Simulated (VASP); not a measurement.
Write the native input for VASP 6.6.1 that does the following.

* Task: single point
* Functional: PBE
* Potentials or basis: VASP PAW PBE potentials, release 64 (Li_sv)
* Cutoff: 520 eV
* k mesh: 24 × 24 × 24
* Occupations: fermi-dirac, width 0.15 eV
* Spin: no spin polarisation
* Dipole correction: no
* Further INCAR settings: ALGO = Normal; EDIFF = 1e-06; NBANDS = 8

The structure of Li lies in POSCAR:

```
Li
1.0
   -1.7187322429      1.7187322429      1.7187322429
    1.7187322429     -1.7187322429      1.7187322429
    1.7187322429      1.7187322429     -1.7187322429
Li
1
Direct
    0.0000000000      0.0000000000      0.0000000000
```

These files were run (other wordings do the same):

INCAR

```
SYSTEM = Li
PREC = Accurate ; ENCUT = 520
EDIFF = 1E-6 ; ISMEAR = -1
SIGMA = 0.15 ; LREAL = .False.
LASPH = .True. ; NELM = 100
ALGO = Normal ; ISIF = 2
LWAVE = .False. ; LCHARG = .False.
GGA = PE ; NBANDS = 8
```

KPOINTS

```
Automatic mesh
0
Gamma
  24 24 24
  0 0 0
```

Potentials or basis: VASP PAW PBE potentials, release 64 (Li_sv).

Launch:

```sh
$ cat potpaw_PBE.64/Li_sv/POTCAR > POTCAR
$ mpirun -np 1 vasp_std > vasp.out
```

Results of the run:

The band gap on the k mesh is zero (an odd number of electrons rules out a gap without spin polarisation).

It took 26 s on 1 thread of AMD EPYC 9R45 (Zen 5) (shared host), peak memory 0.14 GiB.
